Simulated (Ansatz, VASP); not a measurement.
## One calculation of PbS, two programs

```
Pb S
1.0
     2.15410    1.24367    3.51962
    -2.15410    1.24367    3.51962
     0.00000   -2.48734    3.51962
Pb S
1 1
Direct
  0.98057 0.98057 0.98057
  0.47504 0.47504 0.47504
```

Change from the starting cell: volume scaled by 1.06.

Alike in both runs: task single point; functional LDA; k mesh 8 × 8 × 8; occupations fermi-dirac, width 0.05 eV; no spin polarisation.

```csv
,VASP,Ansatz
version,VASP 6.6.1,Ansatz 0.2.0
potentials or method,"VASP PAW LDA potentials, release 64 (Pb_d, S), cutoff 520 eV","all-electron LAPW, scalar-relativistic"
```

```csv
,VASP,Ansatz,Ansatz less VASP
gap on the k mesh at the Fermi level (eV),0.48,0.49,+0.017
least direct gap on the mesh (eV),0.48,0.49,+0.017
pressure (GPa),-6.1,-6.1,-0.01
rms of the force components (eV/Å),0.018,0.019,+0.0009
```

LDA's correlation is that of Perdew and Zunger in VASP and of Perdew and Wang (1992) in Ansatz. Atom by atom the forces differ by 0.001 eV/Å (rms over components). Ansatz ran all-electron here, and VASP with PAW potentials.

Spin-orbit coupling is off throughout.
